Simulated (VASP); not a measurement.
A run of VASP 6.6.1 is set up as follows.

Contents of INCAR:

```
PREC = Accurate ; ENCUT = 500
EDIFF = 1E-6 ; ISMEAR = 0
SIGMA = 0.01 ; LREAL = F
LASPH = T ; NELM = 120
ALGO = Normal ; ISIF = 2
LWAVE = F ; LCHARG = T
GGA = CA ; LELF = T
LVHAR = T ; NBANDS = 27
GGA_COMPAT = F
```

Contents of KPOINTS:

```
regular mesh
0
Gamma
  12 12 12
```

File POSCAR:

```
InSe
1.0
    1.9866734633      1.1470064589      8.1297930932
   -1.9866734633      1.1470064589      8.1297930932
    0.0000000000     -2.2940129177      8.1297930932
In Se
2 2
Direct
   -0.0001057046     -0.0001057046     -0.0001057046
    0.1123249906      0.1123249906      0.1123249906
    0.6145725443      0.6145725443      0.6145725443
    0.8309081696      0.8309081696      0.8309081696
```

Potentials or basis: VASP PAW LDA potentials, release 64 (In_d, Se).

The run is started by

```sh
$ cat potpaw_LDA.64/In_d/POTCAR potpaw_LDA.64/Se/POTCAR > POTCAR
$ mpirun -np 1 vasp_std > vasp.out
```

**Question.** Estimate the band gap on the k mesh.

**Answer.** 0.21 eV.

**Question.** Estimate the largest force.

**Answer.** 0.027 eV/Å.

**Question.** Estimate the pressure.

**Answer.** 0.2 GPa.

Forces in eV/Å, atoms in the order of the input:
```
In   0.000  0.000  0.013
In   0.000  0.000 -0.013
Se   0.000  0.000 -0.027
Se   0.000  0.000  0.027
```

Caveat: spin-orbit coupling is left out, which moves the levels of the heavy elements. A k mesh can miss the band edges.
